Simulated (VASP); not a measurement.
A run of VASP 6.6.1 is set up as follows.

File INCAR:

```
PREC = Accurate
ENCUT = 600
EDIFF = 1E-6
ISMEAR = 0
SIGMA = 0.1
LREAL = F
LASPH = T
NELM = 60
ALGO = Normal
ISIF = 3
LWAVE = F
LCHARG = F
GGA = PE
IBRION = 2
NSW = 90
EDIFFG = -0.04
```

File KPOINTS:

```
Automatic mesh
0
Gamma
  6 6 6
```

File POSCAR:

```
Zr2F3
1.0
    2.7816621000      1.6059933600      2.2462902900
   -2.7816621000      1.6059933600      2.2462902900
    0.0000000000     -3.2119867200      2.2462902900
Zr F
2 3
Direct
    0.2599999900      0.2599999900      0.2599999900
    0.7400000100      0.7400000100      0.7400000100
    0.0000000000      0.2500000000      0.7500000000
    0.7500000000      0.0000000000      0.2500000000
    0.2500000000      0.7500000000      0.0000000000
```

Potentials or basis: VASP PAW PBE potentials, release 64 (Zr_sv, F).

The run is started by

```console
$ cat potpaw_PBE.64/Zr_sv/POTCAR potpaw_PBE.64/F/POTCAR > POTCAR
$ mpirun -np 1 vasp_std > vasp.out
```

**Question.** What does it give for the band gap on the k mesh?

**Answer.** Zero (an odd number of electrons rules out a gap without spin polarisation).

**Question.** What does it give for the relaxed volume?

**Answer.** 13.96 Å³/atom.

**Question.** What does it give for the relaxed cell?

**Answer.** a = 4.118 Å, b = 4.118 Å, c = 4.118 Å, α = 90.77°, β = 90.77°, γ = 90.77°.

Stress tensor (GPa, compression positive):
```
-0.32  0.00  0.00
 0.00 -0.32  0.00
 0.00  0.00  0.01
```

Caveat: the volume moved by over 15 % at a fixed basis, so the end points are rough; an odd number of electrons without spin polarisation forces a metal; a magnetic or distorted state may lie lower.
